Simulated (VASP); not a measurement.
# CdHg2S3 (R-3m) in VASP: further runs, part 2 of 2

VASP 6.6.1. Earlier steps stand in the parts before.

### Step 5. Single point, PBE

This run uses another cell than the first one, of 23.69 Å³/atom, 1.011 times its volume.

Contents of INCAR:

```
SYSTEM = CdHg2S3
PREC = Accurate
ENCUT = 520
EDIFF = 1E-6
ISMEAR = 0
SIGMA = 0.1
LREAL = .False.
LASPH = .True.
NELM = 60
ALGO = Normal
ISIF = 2
LWAVE = .False.
LCHARG = .False.
GGA = PE
NBANDS = 36
```

Contents of KPOINTS:

```
Automatic mesh
0
Gamma
  6 6 6
  0 0 0
```

Contents of POSCAR:

```
CdHg2S3
1.0
    3.5423359281      2.0451686016      3.2705874468
   -3.5423359281      2.0451686016      3.2705874468
    0.0000000000     -4.0903372033      3.2705874467
Cd Hg S
1 2 3
Direct
    0.0000000000      0.0000000000      0.0000000000
    0.6401374361      0.6401374361      0.6401374361
    0.3598625639      0.3598625639      0.3598625639
    0.0000000000      0.5000000000      0.0000000000
    0.5000000000      0.0000000000      0.0000000000
    0.0000000000      0.0000000000      0.5000000000
```

Potentials or basis: VASP PAW PBE potentials, release 64 (Cd, Hg, S).

Command:

```
$ cat potpaw_PBE.64/Cd/POTCAR potpaw_PBE.64/Hg/POTCAR potpaw_PBE.64/S/POTCAR > POTCAR
$ mpirun -np 1 vasp_std > vasp.out
```

OUTCAR:

```text
SYSTEM = CdHg2S3
   PREC = Accurate
   ENCUT = 520
   EDIFF = 1E-6
   ISMEAR = 0
   LREAL = .False.
   LASPH = .True.
   NELM = 60
   ISIF = 2
   GGA = PE

 ion  position               nearest neighbor table
   1  0.000  0.000  0.000-   6 2.62   6 2.62   4 2.62   5 2.62   4 2.62   5 2.62   2 3.53   3 3.53

   2  0.640  0.640  0.640-   3 2.75   4 2.79   5 2.79   6 2.79   1 3.53
   3  0.360  0.360  0.360-   2 2.75   4 2.79   5 2.79   6 2.79   1 3.53
   4  0.000  0.500  0.000-   1 2.62   1 2.62   3 2.79   2 2.79
   5  0.500  0.000  0.000-   1 2.62   1 2.62   3 2.79   2 2.79
   6  0.000  0.000  0.500-   1 2.62   1 2.62   3 2.79   2 2.79

  LATTYP: Found a trigonal (rhomboedric) cell.
 ALAT       =     5.2371366875
 COS(alpha) =     0.0849987958

  Lattice vectors:

 A1 = (   3.5423359281,   2.0451686016,   3.2705874468)
 A2 = (  -3.5423359281,   2.0451686016,   3.2705874468)
 A3 = (   0.0000000000,  -4.0903372033,   3.2705874467)

Analysis of symmetry for initial positions (statically):
=====================================================================
 Subroutine PRICEL returns:
 Original cell was already a primitive cell.

 Routine SETGRP: Setting up the symmetry group for a
 trigonal (rhombohedral) supercell.

 Subroutine GETGRP returns: Found 12 space group operations
 (whereof 12 operations were pure point group operations)
 out of a pool of 12 trial point group operations.

The static configuration has the point symmetry D_3d.

Analysis of symmetry for dynamics (positions and initial velocities):
=====================================================================
 Subroutine PRICEL returns:
 Original cell was already a primitive cell.

 Routine SETGRP: Setting up the symmetry group for a
 trigonal (rhombohedral) supercell.

 Subroutine GETGRP returns: Found 12 space group operations
 (whereof 12 operations were pure point group operations)
 out of a pool of 12 trial point group operations.

The dynamic configuration has the point symmetry D_3d.

 Subroutine INISYM returns: Found 12 space group operations
 (whereof 12 operations are pure point group operations),
 and found     1 'primitive' translations

----------------------------------------------------------------------------------------

                                     Primitive cell

  volume of cell :     142.1660

  direct lattice vectors                    reciprocal lattice vectors
     3.542335928  2.045168602  3.270587447     0.141149798  0.081492874  0.101918490
    -3.542335928  2.045168602  3.270587447    -0.141149798  0.081492874  0.101918490
     0.000000000 -4.090337203  3.270587447     0.000000000 -0.162985748  0.101918490

  length of vectors
     5.237136688  5.237136688  5.237136687     0.192228334  0.192228334  0.192228334

  position of ions in fractional coordinates (direct lattice)
     0.000000000  0.000000000  0.000000000
     0.640137436  0.640137436  0.640137436
     0.359862564  0.359862564  0.359862564
     0.000000000  0.500000000  0.000000000
     0.500000000  0.000000000  0.000000000
     0.000000000  0.000000000  0.500000000

  ion indices of the primitive-cell ions
   primitive index   ion index
                 1           1
                 2           2
                 3           3
                 4           4
                 5           5
[... 32 lines left out ...]
  0.333333 -0.000000 -0.000000      6.000000
  0.500000 -0.000000  0.000000      3.000000
  0.166667  0.166667  0.000000      6.000000
  0.333333  0.166667  0.000000     12.000000
[... 16 lines left out ...]
  0.500000  0.500000  0.166667      6.000000
 -0.333333  0.500000  0.166667     12.000000
 [... further k-points ...]
   k-points           NKPTS =     32   k-points in BZ     NKDIM =     32   number of bands    NBANDS=     36
   number of dos      NEDOS =    301   number of ions     NIONS =      6
   total plane-waves  NPLWV =  64000
   dimension x,y,z NGX =    40 NGY =   40 NGZ =   40
   dimension x,y,z NGXF=    80 NGYF=   80 NGZF=   80
   ions per type =               1   2   3
   NGX,Y,Z   is equivalent  to a cutoff of  12.70, 12.70, 12.70 a.u.
   NGXF,Y,Z  is equivalent  to a cutoff of  25.39, 25.39, 25.39 a.u.
 SYSTEM =  CdHg2S3
   PREC   = accura    normal or accurate (medium, high low for compatibility)
   ISTART =      0    job   : 0-new  1-cont  2-samecut
   ICHARG =      2    charge: 1-file 2-atom 10-const
   ISPIN  =      1    spin polarized calculation?
   LNONCOLLINEAR =      F non collinear calculations
   LSORBIT =      F    spin-orbit coupling
   LASPH  =      T    aspherical Exc in radial PAW
   ENCUT  =  520.0 eV  38.22 Ry    6.18 a.u.   9.74  9.74  9.74*2*pi/ulx,y,z
   NELM   =     60;   NELMIN=  2; NELMDL= -5     # of ELM steps
   EDIFF  = 0.1E-05   stopping-criterion for ELM
   LREAL  =      F    real-space projection
   EDIFFG = 0.1E-04   stopping-criterion for IOM
   NSW    =      0    number of steps for IOM
   IBRION =     -1    ionic relax: 0-MD 1-quasi-New 2-CG
   NFREE  =      0    steps in history (QN), initial steepest desc. (CG)
   ISIF   =      2    stress and relaxation
   ISYM   =      2    0-nonsym 1-usesym 2-fastsym
   POTIM  = 0.5000    time-step for ionic-motion
   TEBEG  =    0.0;   TEEND  =   0.0 temperature during run
   PSTRESS=    0.0 pullay stress
   NELECT =      54.0000    total number of electrons
   NUPDOWN=      -1.0000    fix difference up-down
   EMIN   =  10.00;   EMAX   =-10.00  energy-range for DOS
   EFERMI =   0.00;   METHOD = LEGACY
   ISMEAR =     0;   SIGMA  =   0.10  broadening in eV -4-tet -1-fermi 0-gaus
   EFERMI_NEDOS =   21; number of points for ismear=-14 and -15
   IALGO  =     38    algorithm
   IMIX   =      4    mixing-type and parameters
     AMIX     =   0.40;   BMIX     =  1.00
     AMIX_MAG =   1.60;   BMIX_MAG =  1.00
  volume/ion in A,a.u.               =      23.69       159.90
  Fermi-wavevector in a.u.,A,eV,Ry     =   1.185607  2.240473 19.125223  1.405664
  Thomas-Fermi vector in A             =   2.321797
   LORBIT       =      0    0 simple, 1 ext, 2 COOP (PROOUT), +10 PAW based schemes
   GGA     = PE    functional components
   LHFCALC =     F    Hartree Fock is set to
   AEXX    =    0.0000 exact exchange contribution
   IVDW    =     0    specifies the selected vdW correction
   LEPSILON=     F    determine dielectric tensor
   LRPA    =     F    only Hartree local field effects (RPA)
 non-spin polarized calculation
 Gauss-broadening in eV      SIGMA  =   0.10
  energy-cutoff  :      520.00
  volume of cell :      142.17
 maximum number of plane-waves:      3847
   NGX = 19   NGY = 19   NGZ = 19

 number of electron      54.0000008 magnetization

 Free energy of the ion-electron system (eV)
  ---------------------------------------------------
  ext. energy  EPLUGINS =         0.00000000
  ---------------------------------------------------
  free energy    TOTEN  =       -12.04077672 eV

  energy without entropy =      -11.99876934  energy(sigma->0) =      -12.01977303

 E-fermi :   1.8060     XC(G=0):  -9.7871

 val. band max:        1.7914857819   @ k =   0.5000   0.1667   0.1667
 cond. band min:       1.8233755299   @ k =  -0.1667   0.3333   0.1667
 fundamental gap:      0.0318897481
 Fermi energy:         1.8060099164

 k-point     1 :       0.0000    0.0000    0.0000
  band No.  band energies     occupation
      1     -10.7517      2.00000
      2      -9.7182      2.00000
      3      -9.7182      2.00000
      4      -5.8796      2.00000
      5      -5.7839      2.00000
      6      -5.7839      2.00000
[... 925 lines left out ...]
     35       9.0505      0.00000
     36       9.3795      0.00000

 [... further k-points ...]

------------------------ aborting loop because EDIFF is reached ----------------------------------------

  FORCE on cell =-STRESS in cart. coord.  units (eV):
  Direction    XX          YY          ZZ          XY          YZ          ZX
  --------------------------------------------------------------------------------------
  -------------------------------------------------------------------------------------
  Total        0.2061414      0.2061414      0.4413844      0.0000000     -0.0000000      0.0000000
  in kB        2.3231648      2.3231648      4.9742966      0.0000000     -0.0000000      0.0000000
  external PRESSURE =       3.2068754 kB  Pullay stress =       0.0000000 kB

 VOLUME and BASIS-vectors are now :
 -----------------------------------------------------------------------------
  energy-cutoff  :      520.00
  volume of cell :      142.17
      direct lattice vectors                 reciprocal lattice vectors
     3.542335928  2.045168602  3.270587447     0.141149798  0.081492874  0.101918490
    -3.542335928  2.045168602  3.270587447    -0.141149798  0.081492874  0.101918490
     0.000000000 -4.090337203  3.270587447     0.000000000 -0.162985748  0.101918490

 POSITION                                       TOTAL-FORCE (eV/Angst)
 -----------------------------------------------------------------------------------
      0.00000      0.00000      0.00000        -0.000000     -0.000000     -0.000000
      0.00000     -0.00000      6.28088        -0.000000     -0.000000      0.021408
      0.00000     -0.00000      3.53089        -0.000000      0.000000     -0.021408
     -1.77117      1.02258      1.63529         0.000000     -0.000000     -0.000000
      1.77117      1.02258      1.63529        -0.000000      0.000000     -0.000000
      0.00000     -2.04517      1.63529         0.000000      0.000000     -0.000000
 -----------------------------------------------------------------------------------
    total drift:                               -0.000000     -0.000000      0.000000

  FREE ENERGIE OF THE ION-ELECTRON SYSTEM (eV)
  ---------------------------------------------------
  free  energy   TOTEN  =       -12.0407767201 eV

  energy  without entropy=      -11.9987693389  energy(sigma->0) =      -12.01977303
```

OSZICAR:

```text
N       E                     dE             d eps       ncg     rms          rms(c)
DAV:   1     0.398616065126E+03    0.39862E+03   -0.26196E+04  2304   0.139E+03
DAV:   2     0.113382443144E+02   -0.38728E+03   -0.37400E+03  2480   0.342E+02
DAV:   3    -0.135020813350E+02   -0.24840E+02   -0.24425E+02  2660   0.842E+01
DAV:   4    -0.138626414536E+02   -0.36056E+00   -0.35901E+00  2624   0.960E+00
DAV:   5    -0.138678216410E+02   -0.51802E-02   -0.51792E-02  2648   0.120E+00    0.126E+01
DAV:   6    -0.120381562434E+02    0.18297E+01   -0.71378E+00  2956   0.198E+01    0.105E+01
DAV:   7    -0.120547139297E+02   -0.16558E-01   -0.10414E+00  2508   0.595E+00    0.621E+00
DAV:   8    -0.120442918111E+02    0.10422E-01   -0.10396E-01  2540   0.243E+00    0.615E-01
DAV:   9    -0.120404508688E+02    0.38409E-02   -0.15521E-02  2596   0.992E-01    0.217E-01
DAV:  10    -0.120406895506E+02   -0.23868E-03   -0.18390E-03  2556   0.215E-01    0.109E-01
DAV:  11    -0.120407619401E+02   -0.72390E-04   -0.16616E-04  2664   0.692E-02    0.399E-02
DAV:  12    -0.120407767125E+02   -0.14772E-04   -0.59219E-05  2580   0.548E-02    0.154E-02
DAV:  13    -0.120407767418E+02   -0.29377E-07   -0.10578E-05  2544   0.320E-02    0.240E-03
DAV:  14    -0.120407767201E+02    0.21726E-07   -0.69983E-07  1488   0.472E-03
   1 F= -.12040777E+02 E0= -.12019773E+02  d E =-.420074E-01
```

stdout:

```text
POSCAR found type information on POSCAR CdHgS
 POSCAR found :  3 types and       6 ions
 scaLAPACK will be used
 LDA part: xc-table for (Slater+PW92), standard interpolation
 POSCAR, INCAR and KPOINTS ok, starting setup
 FFT: planning ... GRIDC
 FFT: planning ... GRID_SOFT
 FFT: planning ... GRID
 WAVECAR not read
 entering main loop
```

It took 1.9 min on 1 thread of Intel Xeon Platinum 8488C (Sapphire Rapids), shared host; peak memory 0.33 GiB.

Results:

```
Free energy            : -12.0408 eV
Pressure               : 0.3 GPa
Largest force          : 0.021 eV/Å
Band gap on the k mesh : zero (band 27 reaches 2.34 eV, above the bottom of band 28 at 1.49 eV)
```

Forces in eV/Å, atoms in the order of the input:
```
Cd   0.000  0.000  0.000
Hg   0.000  0.000  0.021
Hg   0.000  0.000 -0.021
S    0.000  0.000  0.000
S    0.000  0.000  0.000
S    0.000  0.000  0.000
```

Caveat: spin-orbit coupling is left out, which moves the levels of the heavy elements.

### Step 6. Relaxation of cell and atoms, PBE

Contents of INCAR:

```
SYSTEM = CdHg2S3
PREC = Accurate
ENCUT = 600
EDIFF = 1E-6
ISMEAR = 0
SIGMA = 0.1
LREAL = .FALSE.
LASPH = .TRUE.
NELM = 100
ALGO = Normal
ISIF = 3
LWAVE = .FALSE.
LCHARG = .FALSE.
GGA = PE
IBRION = 2
NSW = 100
EDIFFG = -0.01
```

Contents of KPOINTS:

```
Automatic mesh
0
G
  6 6 6
  0 0 0
```

Contents of POSCAR:

```
CdHg2S3
1.0
    3.4904490062      2.0152116733      3.3317564320
   -3.4904490062      2.0152116733      3.3317564320
    0.0000000000     -4.0304233467      3.3317564320
Cd Hg S
1 2 3
Direct
    0.0000000000      0.0000000000      0.0000000000
    0.6391378698      0.6391378698      0.6391378698
    0.3608621302      0.3608621302      0.3608621302
    0.0000000000      0.5000000000      0.0000000000
    0.5000000000      0.0000000000      0.0000000000
    0.0000000000      0.0000000000      0.5000000000
```

Potentials or basis: VASP PAW PBE potentials, release 64 (Cd, Hg, S).

Command:

```
$ cat potpaw_PBE.64/Cd/POTCAR potpaw_PBE.64/Hg/POTCAR potpaw_PBE.64/S/POTCAR > POTCAR
$ mpirun -np 1 vasp_std > vasp.out
```

Run time: 11 min. Hardware: 1 thread of Intel Xeon Platinum 8488C (Sapphire Rapids), shared host; peak memory 0.38 GiB.

It converged, with:

```yaml
Free_energy: -12.0418 eV
Relaxed_volume: 23.84 Å³/atom
Relaxed_cell: a = 5.249 Å, b = 5.249 Å, c = 5.249 Å, α = 85.03°, β = 85.03°, γ = 85.03°
Space_group_after_relaxing_to_0.05_Å: R-3m (No. 166)
Energy_gained_by_relaxing: 2.0 meV/atom
Ionic_steps: 9
Pressure_after_relaxing: 0.0 GPa
Band_gap_on_the_k_mesh: zero (band 27 reaches 2.28 eV, above the bottom of band 28 at 1.45 eV)
```

Step by step:
```csv
step,energy change (eV),largest force (eV/Å),pressure (GPa),volume (Å³)
1,0.0000,0.0564,0.40,140.61
2,-0.0060,0.0037,0.04,141.82
3,-0.0079,0.0454,-0.18,142.65
4,-0.0081,0.0651,-0.24,143.04
5,-0.0104,0.0800,0.01,142.62
6,-0.0106,0.0860,0.11,142.46
7,-0.0116,0.0427,0.06,142.74
8,-0.0118,0.0220,-0.03,143.20
9,-0.0119,0.0017,0.01,143.05
```

Final structure:
```yaml
crystal:
  lattice:
    - [3.54702, 2.04787, 3.28233]
    - [-3.54702, 2.04787, 3.28233]
    - [0.00000, -4.09575, 3.28233]
  atoms:
    - { symbol: Cd, position: [0.00000, 0.00000, 0.00000] }
    - { symbol: Hg, position: [0.64032, 0.64032, 0.64032] }
    - { symbol: Hg, position: [0.35968, 0.35968, 0.35968] }
    - { symbol: S, position: [0.00000, 0.50000, 0.00000] }
    - { symbol: S, position: [0.50000, 0.00000, 0.00000] }
    - { symbol: S, position: [0.00000, 0.00000, 0.50000] }
```

Levels at points of the mesh, in eV from the Fermi level:
| k point | band 25 | band 26 | band 27 | band 28 | band 29 | band 30 |
| --- | --- | --- | --- | --- | --- | --- |
| (0.00, 0.00, 0.00) | -0.75 | -0.34 | -0.34 | -0.26 | 1.10 | 3.74 |
| (0.50, 0.00, 0.00) | -0.95 | -0.81 | -0.06 | 0.28 | 1.11 | 4.29 |
| (0.50, 0.50, 0.00) | -0.74 | -0.02 | 0.06 | 0.47 | 1.76 | 4.79 |
| (0.50, 0.50, 0.50) | 0.08 | 0.33 | 0.52 | 0.52 | 3.93 | 4.27 |

Caveat: spin-orbit coupling is left out, which moves the levels of the heavy elements.

### Step 7. Summary

| task | cell | k mesh | cutoff (eV) | gap on the mesh (eV) | pressure (GPa) | relaxed volume (Å³/atom) | largest force (eV/Å) |
| --- | --- | --- | --- | --- | --- | --- | --- |
| single point | a = 5.229 Å, angles 83.7°, 6 atoms | 3 × 3 × 3 | 520 | none | 0.5 | - | 0.01 |
| single point | a = 5.911 Å, angles 64.1°, 6 atoms | 3 × 3 × 3 | 520 | none | -5.5 | - | 0.02 |
| relaxation of cell and atoms | relaxed from a = 5.911 Å, angles 64.1°, 6 atoms | 3 × 3 × 3 | 600 | none | 0.0 | 23.66 | 0.03 |
| single point | a = 5.237 Å, angles 85.1°, 6 atoms | 6 × 6 × 6 | 520 | none | 0.3 | - | 0.02 |
| relaxation of cell and atoms | relaxed from a = 5.229 Å, angles 83.7°, 6 atoms | 6 × 6 × 6 | 600 | none | 0.0 | 23.84 | - |

Alike in all rows: level PBE; potentials or basis VASP PAW PBE potentials, release 64 (Cd, Hg, S); no spin polarisation; smearing gaussian 0.1 eV.

Caveats: some runs use coarse meshes; spin-orbit coupling is left out, which moves the levels of the heavy elements.

Total energies depend on the potentials used, so only differences within one code and one set of settings carry meaning.
